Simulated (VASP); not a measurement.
# HfC: electric field gradients with LDA

Crystal: HfC.

```
CELL_PARAMETERS angstrom
0.00000 2.29358 2.29358
2.29358 0.00000 2.29358
2.29358 2.29358 0.00000
ATOMIC_POSITIONS crystal
Hf 0.50000 0.50000 0.50000
C 0.00000 0.00000 0.00000
```

This cell differs from its parent crystal: volume scaled by 0.96.

```
Program                : VASP 6.6.1
Task                   : electric field gradients
Functional             : LDA
Potentials or basis    : VASP PAW LDA potentials, release 64 (Hf_pv, C)
Cutoff                 : 520 eV
k mesh                 : 12 × 12 × 12
Occupations            : fermi-dirac, width 0.05 eV
Spin                   : no spin polarisation
Dipole correction      : no
Further INCAR settings : ALGO = Normal; EDIFF = 1e-08; NBANDS = 14
```

```json
{
  "Pressure": "-1.8 GPa",
  "Band gap on the k mesh": "zero (band 7 reaches 7.22 eV, above the bottom of band 8 at 5.76 eV)"
}
```

Levels at points of the mesh, in eV from the Fermi level:
```
           k point  band 5  band 6  band 7  band 8  band 9  band 10
(0.00, 0.00, 0.00)    1.01    1.01    1.01    1.28    1.28     1.28
(0.50, 0.00, 0.00)   -6.35   -3.17   -3.17    5.41    5.41     5.93
(0.50, 0.50, 0.00)   -2.48   -2.01   -0.04   -0.04    5.45     6.92
```

Wall time 48 s on 1 thread of AMD EPYC 7R13, with other jobs on the host, peak memory 0.12 GiB.

Caveat: without QUAD_EFG the Cq values of the log hold for a quadrupole moment of 1 mb, not for the nuclei; spin-orbit coupling is left out, which moves the levels of the heavy elements.
